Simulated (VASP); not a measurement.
# MnS (P6_3mc) in VASP: notebook

The runs below take MnS through single point, with PBE.

Program: VASP 6.6.1. These are calculated values, not measurements. Logs are shortened: lines on timing, memory, paths and dates and some standing lists are left out, and cuts for length are marked.

## (1) The cell of the first run

It takes space group P6_3mc (No. 186, hexagonal). Conventional cell: a = 3.954 Å, b = 3.954 Å, c = 6.343 Å, α = 90.00°, β = 90.00°, γ = 120.00°. Within 3.1 Å of Mn (site symmetry 3m) lie 4 S at 2.36 to 2.42 Å. Within 3.1 Å of S (site symmetry 3m) lie 4 Mn at 2.36 to 2.42 Å.

## (2) Single point, PBE, collinear spin, ferromagnetic start

INCAR reads:

```
PREC = Accurate ; ENCUT = 500
EDIFF = 1E-6 ; ISMEAR = 0
SIGMA = 0.027000000000000003 ; LREAL = False
LASPH = True ; NELM = 200
ALGO = Normal ; ISIF = 2
LWAVE = False ; LCHARG = False
ISPIN = 2 ; MAGMOM = 4 4 0 0
LORBIT = 11 ; LMAXMIX = 4
GGA = PE ; NBANDS = 31
GGA_COMPAT = False
```

KPOINTS reads:

```
regular mesh
0
Gamma
  8 8 4
```

POSCAR reads:

```
MnS
1.0
    3.9535769233      0.0000000000      0.0000000000
   -1.9767884617      3.4238980514      0.0000000000
    0.0000000000      0.0000000000      6.3425288600
Mn S
2 2
Direct
    0.6666666667      0.3333333333      0.4988446700
    0.3333333333      0.6666666667      0.9988446700
    0.3333333333      0.6666666667      0.6261543000
    0.6666666667      0.3333333333      0.1261543000
```

Potentials or basis: VASP PAW PBE potentials, release 64 (Mn_pv, S).

On the command line:

```
$ cat potpaw_PBE.64/Mn_pv/POTCAR potpaw_PBE.64/S/POTCAR > POTCAR
$ mpirun -np 1 vasp_std > vasp.out
```

OUTCAR:

```text
PREC = Accurate
   ENCUT = 500
   EDIFF = 1E-6
   ISMEAR = 0
   LREAL = False
   LASPH = True
   NELM = 200
   ISIF = 2
   ISPIN = 2
   LORBIT = 11
   GGA = PE

 ion  position               nearest neighbor table
   1  0.667  0.333  0.499-   4 2.36   3 2.42   3 2.42   3 2.42
   2  0.333  0.667  0.999-   3 2.36   4 2.42   4 2.42   4 2.42
   3  0.333  0.667  0.626-   2 2.36   1 2.42   1 2.42   1 2.42
   4  0.667  0.333  0.126-   1 2.36   2 2.42   2 2.42   2 2.42

  LATTYP: Found a hexagonal cell.
 ALAT       =     3.9535769233
 C/A-ratio  =     1.6042507792

  Lattice vectors:

 A1 = (   3.9535769233,   0.0000000000,   0.0000000000)
 A2 = (  -1.9767884617,   3.4238980514,   0.0000000000)
 A3 = (   0.0000000000,   0.0000000000,   6.3425288600)

Analysis of symmetry for initial positions (statically):
=====================================================================
 Subroutine PRICEL returns:
 Original cell was already a primitive cell.

 Routine SETGRP: Setting up the symmetry group for a
 hexagonal supercell.

 Subroutine GETGRP returns: Found 12 space group operations
 (whereof  6 operations were pure point group operations)
 out of a pool of 24 trial point group operations.

The static configuration has the point symmetry C_3v.
 The point group associated with its full space group is C_6v.

Analysis of symmetry for dynamics (positions and initial velocities):
=====================================================================
 Subroutine PRICEL returns:
 Original cell was already a primitive cell.

 Routine SETGRP: Setting up the symmetry group for a
 hexagonal supercell.

 Subroutine GETGRP returns: Found 12 space group operations
 (whereof  6 operations were pure point group operations)
 out of a pool of 24 trial point group operations.

The dynamic configuration has the point symmetry C_3v.
 The point group associated with its full space group is C_6v.

Analysis of structural, dynamic, and magnetic symmetry:
=====================================================================
 Subroutine PRICEL returns:
 Original cell was already a primitive cell.

 Routine SETGRP: Setting up the symmetry group for a
 hexagonal supercell.

 Subroutine GETGRP returns: Found 12 space group operations
 (whereof  6 operations were pure point group operations)
 out of a pool of 24 trial point group operations.

The overall configuration has the point symmetry C_3v.
 The point group associated with its full space group is C_6v.

 Subroutine INISYM returns: Found 12 space group operations
 (whereof  6 operations are pure point group operations),
 and found     1 'primitive' translations

----------------------------------------------------------------------------------------

                                     Primitive cell

  volume of cell :      85.8566

  direct lattice vectors                    reciprocal lattice vectors
     3.953576923  0.000000000  0.000000000     0.252935511  0.146032385  0.000000000
    -1.976788462  3.423898051  0.000000000     0.000000000  0.292064771  0.000000000
     0.000000000  0.000000000  6.342528860     0.000000000  0.000000000  0.157665818

  length of vectors
     3.953576923  3.953576923  6.342528860     0.292064771  0.292064771  0.157665818

  position of ions in fractional coordinates (direct lattice)
     0.666666667  0.333333333  0.498844670
     0.333333333  0.666666667  0.998844670
     0.333333333  0.666666667  0.626154300
     0.666666667  0.333333333  0.126154300

  ion indices of the primitive-cell ions
   primitive index   ion index
                 1           1
                 2           2
                 3           3
                 4           4

----------------------------------------------------------------------------------------

 KPOINTS: regular mesh

Automatic generation of k-mesh.
 Grid dimensions read from file:
 generate k-points for:    8    8    4

 Generating k-lattice:

  Cartesian coordinates                     Fractional coordinates (reciprocal lattice)
     0.031616939  0.018254048  0.000000000     0.125000000  0.000000000  0.000000000
     0.000000000  0.036508096  0.000000000     0.000000000  0.125000000  0.000000000
     0.000000000  0.000000000  0.039416454     0.000000000  0.000000000  0.250000000

  Length of vectors
     0.036508096  0.036508096  0.039416454

  Shift w.r.t. Gamma in fractional coordinates (k-lattice)
     0.000000000  0.000000000  0.000000000

 Subroutine IBZKPT returns following result:
 ===========================================

 Found     30 irreducible k-points:

 Following reciprocal coordinates:
            Coordinates               Weight
  0.000000  0.000000  0.000000      1.000000
  0.125000  0.000000  0.000000      6.000000
  0.250000  0.000000  0.000000      6.000000
  0.375000  0.000000  0.000000      6.000000
  0.500000  0.000000  0.000000      3.000000
  0.125000  0.125000  0.000000      6.000000
[... 16 lines left out ...]
  0.250000  0.000000  0.500000      6.000000
  0.375000  0.000000  0.500000      6.000000
 [... further k-points ...]
   k-points           NKPTS =     30   k-points in BZ     NKDIM =     30   number of bands    NBANDS=     31
   number of dos      NEDOS =    301   number of ions     NIONS =      4
   total plane-waves  NPLWV =  43200
   dimension x,y,z NGX =    30 NGY =   30 NGZ =   48
   dimension x,y,z NGXF=    60 NGYF=   60 NGZF=   96
   ions per type =               2   2
   NGX,Y,Z   is equivalent  to a cutoff of  12.61, 12.61, 12.58 a.u.
   NGXF,Y,Z  is equivalent  to a cutoff of  25.23, 25.23, 25.16 a.u.
 SYSTEM =  unknown system
   PREC   = accura    normal or accurate (medium, high low for compatibility)
   ISTART =      0    job   : 0-new  1-cont  2-samecut
   ICHARG =      2    charge: 1-file 2-atom 10-const
   ISPIN  =      2    spin polarized calculation?
   LNONCOLLINEAR =      F non collinear calculations
   LSORBIT =      F    spin-orbit coupling
   LASPH  =      T    aspherical Exc in radial PAW
   ENCUT  =  500.0 eV  36.75 Ry    6.06 a.u.   7.21  7.21 11.56*2*pi/ulx,y,z
   NELM   =    200;   NELMIN=  2; NELMDL= -5     # of ELM steps
   EDIFF  = 0.1E-05   stopping-criterion for ELM
   LREAL  =      F    real-space projection
   EDIFFG = 0.1E-04   stopping-criterion for IOM
   NSW    =      0    number of steps for IOM
   IBRION =     -1    ionic relax: 0-MD 1-quasi-New 2-CG
   NFREE  =      0    steps in history (QN), initial steepest desc. (CG)
   ISIF   =      2    stress and relaxation
   ISYM   =      2    0-nonsym 1-usesym 2-fastsym
   POTIM  = 0.5000    time-step for ionic-motion
   TEBEG  =    0.0;   TEEND  =   0.0 temperature during run
   PSTRESS=    0.0 pullay stress
   NELECT =      38.0000    total number of electrons
   NUPDOWN=      -1.0000    fix difference up-down
   EMIN   =  10.00;   EMAX   =-10.00  energy-range for DOS
   EFERMI =   0.00;   METHOD = LEGACY
   ISMEAR =     0;   SIGMA  =   0.03  broadening in eV -4-tet -1-fermi 0-gaus
   EFERMI_NEDOS =   21; number of points for ismear=-14 and -15
   IALGO  =     38    algorithm
   IMIX   =      4    mixing-type and parameters
     AMIX     =   0.40;   BMIX     =  1.00
     AMIX_MAG =   1.60;   BMIX_MAG =  1.00
  volume/ion in A,a.u.               =      21.46       144.85
  Fermi-wavevector in a.u.,A,eV,Ry     =   1.247608  2.357638 21.177824  1.556526
  Thomas-Fermi vector in A             =   2.381733
   LORBIT       =     11    0 simple, 1 ext, 2 COOP (PROOUT), +10 PAW based schemes
   GGA     = PE    functional components
   LHFCALC =     F    Hartree Fock is set to
   AEXX    =    0.0000 exact exchange contribution
   IVDW    =     0    specifies the selected vdW correction
   LEPSILON=     F    determine dielectric tensor
   LRPA    =     F    only Hartree local field effects (RPA)
 spin polarized calculation
 Gauss-broadening in eV      SIGMA  =   0.03
  energy-cutoff  :      500.00
  volume of cell :       85.86
 maximum number of plane-waves:      2202
 NGX is ok and might be reduce to    30
   NGX = 15   NGY = 15   NGZ = 23

 number of electron      37.9999985 magnetization      10.0740941

 number of electron      37.9999985 magnetization       9.8676821

 Free energy of the ion-electron system (eV)
  ---------------------------------------------------
  ext. energy  EPLUGINS =         0.00000000
  ---------------------------------------------------
  free energy    TOTEN  =       -28.14407177 eV

  energy without entropy =      -28.14321702  energy(sigma->0) =      -28.14364439

 E-fermi :   4.8076     XC(G=0):  -9.4061

 val. band max:        4.7987046569   @ k =   0.2500   0.1250   0.0000
 cond. band min:       4.8164881260   @ k =   0.1250   0.0000   0.0000
 fundamental gap:      0.0177834691
 Fermi energy:         4.8075676459

 spin component 1

 k-point     1 :       0.0000    0.0000    0.0000
  band No.  band energies     occupation
      1     -46.0251      1.00000
      2     -46.0251      1.00000
      3     -46.0244      1.00000
      4     -46.0244      1.00000
      5     -46.0113      1.00000
      6     -46.0072      1.00000
[... 23 lines left out ...]
     30      11.7059      0.00000
     31      11.7059      0.00000

 k-point     2 :       0.1250    0.0000    0.0000
  band No.  band energies     occupation
      1     -46.0255      1.00000
      2     -46.0253      1.00000
      3     -46.0248      1.00000
      4     -46.0245      1.00000
      5     -46.0111      1.00000
      6     -46.0074      1.00000
[... 23 lines left out ...]
     30      11.4513      0.00000
     31      11.9129      0.00000

 k-point     3 :       0.2500    0.0000    0.0000
  band No.  band energies     occupation
      1     -46.0264      1.00000
      2     -46.0258      1.00000
      3     -46.0255      1.00000
      4     -46.0247      1.00000
      5     -46.0106      1.00000
      6     -46.0077      1.00000
[... 703 lines left out ...]
     30      11.3817      0.00000
     31      11.8774      0.00000

 k-point    24 :       0.3750    0.0000    0.5000
  band No.  band energies     occupation
      1     -46.0271      1.00000
      2     -46.0271      1.00000
      3     -46.0253      1.00000
      4     -46.0253      1.00000
      5     -46.0090      1.00000
      6     -46.0090      1.00000
[... 23 lines left out ...]
     30      12.0120      0.00000
     31      12.4071      0.00000

 [... further k-points ...]

 spin component 2

 k-point     1 :       0.0000    0.0000    0.0000
  band No.  band energies     occupation
      1     -41.4449      1.00000
      2     -41.4436      1.00000
      3     -41.4436      1.00000
      4     -41.4425      1.00000
      5     -41.4425      1.00000
      6     -41.4390      1.00000
[... 23 lines left out ...]
     30      12.7378      0.00000
     31      12.7380      0.00000

 k-point     2 :       0.1250    0.0000    0.0000
  band No.  band energies     occupation
      1     -41.4448      1.00000
      2     -41.4440      1.00000
      3     -41.4438      1.00000
      4     -41.4432      1.00000
      5     -41.4427      1.00000
      6     -41.4392      1.00000
[... 23 lines left out ...]
     30      12.4686      0.00000
     31      12.8106      0.00000

 k-point     3 :       0.2500    0.0000    0.0000
  band No.  band energies     occupation
      1     -41.4455      1.00000
      2     -41.4446      1.00000
      3     -41.4441      1.00000
      4     -41.4438      1.00000
      5     -41.4430      1.00000
      6     -41.4397      1.00000
[... 703 lines left out ...]
     30      12.3845      0.00000
     31      12.8760      0.00000

 k-point    24 :       0.3750    0.0000    0.5000
  band No.  band energies     occupation
      1     -41.4468      1.00000
      2     -41.4468      1.00000
      3     -41.4439      1.00000
      4     -41.4439      1.00000
      5     -41.4412      1.00000
      6     -41.4412      1.00000
[... 23 lines left out ...]
     30      12.9312      0.00000
     31      13.3752      0.00000

 [... further k-points ...]

------------------------ aborting loop because EDIFF is reached ----------------------------------------

  FORCE on cell =-STRESS in cart. coord.  units (eV):
  Direction    XX          YY          ZZ          XY          YZ          ZX
  --------------------------------------------------------------------------------------
  -------------------------------------------------------------------------------------
  Total        1.0439054      1.0439054      2.4271109     -0.0000000      0.0000000      0.0000000
  in kB       19.4804175     19.4804175     45.2925455     -0.0000000      0.0000000      0.0000000
  external PRESSURE =      28.0844601 kB  Pullay stress =       0.0000000 kB

 VOLUME and BASIS-vectors are now :
 -----------------------------------------------------------------------------
  energy-cutoff  :      500.00
  volume of cell :       85.86
      direct lattice vectors                 reciprocal lattice vectors
     3.953576923  0.000000000  0.000000000     0.252935511  0.146032385  0.000000000
    -1.976788462  3.423898051  0.000000000     0.000000000  0.292064771  0.000000000
     0.000000000  0.000000000  6.342528860     0.000000000  0.000000000  0.157665818

 POSITION                                       TOTAL-FORCE (eV/Angst)
 -----------------------------------------------------------------------------------
      1.97679      1.14130      3.16394        -0.000000      0.000000      0.287784
     -0.00000      2.28260      6.33520         0.000000     -0.000000      0.287784
     -0.00000      2.28260      3.97140         0.000000     -0.000000     -0.287784
      1.97679      1.14130      0.80014        -0.000000     -0.000000     -0.287784
 -----------------------------------------------------------------------------------
    total drift:                                0.000000      0.000001      0.001598

  FREE ENERGIE OF THE ION-ELECTRON SYSTEM (eV)
  ---------------------------------------------------
  free  energy   TOTEN  =       -28.1440717679 eV

  energy  without entropy=      -28.1432170197  energy(sigma->0) =      -28.14364439

 total charge

# of ion       s       p       d       tot
------------------------------------------
    1        0.265   6.221   4.911  11.397
    2        0.265   6.221   4.911  11.397
    3        1.315   2.461   0.000   3.775
    4        1.315   2.461   0.000   3.775
--------------------------------------------------
tot          3.159  17.364   9.822  30.345

 magnetization (x)

# of ion       s       p       d       tot
------------------------------------------
    1        0.049   0.070   4.203   4.322
    2        0.049   0.070   4.203   4.322
    3        0.012   0.083   0.000   0.095
    4        0.012   0.083   0.000   0.095
--------------------------------------------------
tot          0.121   0.307   8.405   8.834
```

Wall time 2 min (1 thread of Intel Xeon Platinum 8375C at 2.90GHz (Ice Lake), shared host); peak memory 0.29 GiB.

What came out:

| Quantity | Value |
| --- | --- |
| Free energy | -28.1441 eV |
| Pressure | 2.8 GPa |
| Largest force | 0.288 eV/Å |
| Net moment | 9.87 μB per cell |
| Site moments | Mn +4.32; S +0.10 μB |
| Valence electrons inside the program's atomic spheres | Mn 11.40; S 3.77 |

Forces on the atoms (eV/Å):
```
Mn   0.000  0.000  0.288
Mn   0.000  0.000  0.288
S    0.000  0.000 -0.288
S    0.000  0.000 -0.288
```

Caveat: semilocal functionals often make such compounds metallic where correlation or magnetic order opens a gap, which also shifts bond lengths; only a ferromagnetic start was run, and an antiferromagnetic order may lie lower in energy. With open d or f shells a metallic result of PBE can be an artefact of self-interaction; +U or a hybrid may open a gap.

## (3) Single point, PBE, collinear spin, ferromagnetic start

INCAR reads:

```
ALGO = Normal ; EDIFF = 1E-6
ENCUT = 500 ; GGA = PE
GGA_COMPAT = F ; ISIF = 2
ISMEAR = 0 ; ISPIN = 2
LASPH = T ; LCHARG = F
LMAXMIX = 4 ; LORBIT = 11
LREAL = F ; LWAVE = F
MAGMOM = 4 4 0 0 ; NBANDS = 31
NELM = 200 ; PREC = Accurate
SIGMA = 0.028000000000000004
```

KPOINTS reads:

```
k-points
0
Gamma
  8 8 4
```

POSCAR is that of step 2.

Potentials or basis: VASP PAW PBE potentials, release 64 (Mn_pv, S).

On the command line:

```
$ cat potpaw_PBE.64/Mn_pv/POTCAR potpaw_PBE.64/S/POTCAR > POTCAR
$ mpirun -np 1 vasp_std > vasp.out
```

It took 2.3 min on 1 thread of Intel Xeon Platinum 8375C at 2.90GHz (Ice Lake), shared host; peak memory 0.29 GiB.

Results (log left out):

```yaml
Free_energy: -28.1441 eV
Pressure: 2.8 GPa
Largest_force: 0.288 eV/Å
Net_moment: 9.87 μB per cell
Site_moments: Mn +4.32; S +0.10 μB
Valence_electrons_inside_the_program's_atomic_spheres: Mn 11.40; S 3.77
```

Forces on the atoms (eV/Å):
```
Mn   0.000  0.000  0.288
Mn   0.000  0.000  0.288
S    0.000  0.000 -0.288
S    0.000  0.000 -0.288
```

Stress tensor (GPa, compression positive):
```
1.95 0.00 0.00
0.00 1.95 0.00
0.00 0.00 4.53
```

Levels at points of the mesh, in eV from the Fermi level:
Spin up:
```csv
k point,band 20,band 21,band 22,band 23,band 24,band 25,band 26,band 27,band 28,band 29
"(0.00, 0.00, 0.00)",-0.89,-0.89,0.15,0.21,0.21,1.06,2.69,5.67,5.67,6.19
"(0.50, 0.00, 0.00)",-2.80,-2.46,-2.33,-1.23,-0.79,3.43,3.62,4.32,6.16,6.43
"(0.00, 0.00, 0.50)",-1.65,-0.37,-0.37,-0.37,-0.37,2.64,2.64,5.72,5.72,6.01
"(0.50, 0.00, 0.50)",-2.96,-1.54,-1.54,-1.40,-1.40,3.03,3.03,5.06,5.06,7.53
```
Spin down:
```tsv
k point	band 12	band 13	band 14	band 15	band 16	band 17
(0.00, 0.00, 0.00)	-3.40	-3.39	-3.39	0.46	0.46	0.76
(0.50, 0.00, 0.00)	-3.58	-3.49	-3.36	0.02	0.20	0.67
(0.00, 0.00, 0.50)	-3.41	-3.41	-3.41	0.78	0.78	0.78
(0.50, 0.00, 0.50)	-3.52	-3.43	-3.43	0.51	0.51	0.85
```

Caveat: semilocal functionals often make such compounds metallic where correlation or magnetic order opens a gap, which also shifts bond lengths; only a ferromagnetic start was run, and an antiferromagnetic order may lie lower in energy. With open d or f shells a metallic result of PBE can be an artefact of self-interaction; +U or a hybrid may open a gap.
